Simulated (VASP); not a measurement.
Set up this calculation in VASP 6.6.1, as the native input.

```yaml
Task: single point
Functional: PBE
Potentials_or_basis: VASP PAW PBE potentials, release 64 (Sn_d, Se, O)
Cutoff: 520 eV
k_mesh: 12 × 12 × 6
Occupations: gaussian, width 0.1 eV
Spin: no spin polarisation
Dipole_correction: no
Further_INCAR_settings: ALGO = Normal; EDIFF = 1e-06; NBANDS = 35
```

The structure of SnSeO lies in POSCAR:

```
SnSeO
1.0
    4.6305088149      0.0000000000      0.0000000000
   -2.3152544074      4.0101382661      0.0000000000
    0.0000000000      0.0000000000      5.7256475215
Sn Se O
2 2 2
Direct
    0.6666666667      0.3333333333      0.7500000000
    0.3333333333      0.6666666667      0.2500000000
    0.6666666667      0.3333333333      0.2500000000
    0.3333333333      0.6666666667      0.7500000000
    0.0000000000      0.0000000000      0.5000000000
    0.0000000000      0.0000000000      0.0000000000
```

The input as run:

INCAR

```
SYSTEM = SnSeO
PREC = Accurate
ENCUT = 520
EDIFF = 1E-6
ISMEAR = 0
SIGMA = 0.1
LREAL = .FALSE.
LASPH = .TRUE.
NELM = 80
ALGO = Normal
ISIF = 2
LWAVE = .FALSE.
LCHARG = .FALSE.
GGA = PE
NBANDS = 35
```

KPOINTS

```
regular mesh
0
G
  12 12 6
  0 0 0
```

Potentials or basis: VASP PAW PBE potentials, release 64 (Sn_d, Se, O).

Run with:

```console
$ cat potpaw_PBE.64/Sn_d/POTCAR potpaw_PBE.64/Se/POTCAR potpaw_PBE.64/O/POTCAR > POTCAR
$ mpirun -np 1 vasp_std > vasp.out
```

Results of the run:

* Pressure: 0.0 GPa
* Band gap on the k mesh: zero (band 26 reaches 6.24 eV, above the bottom of band 27 at 4.93 eV)

Caveat: spin-orbit coupling is left out, which moves the levels of the heavy elements.

Run time: 5.1 min on 1 thread of AMD EPYC 7R13 Processor (Zen 3) (shared host), peak memory 0.37 GiB.
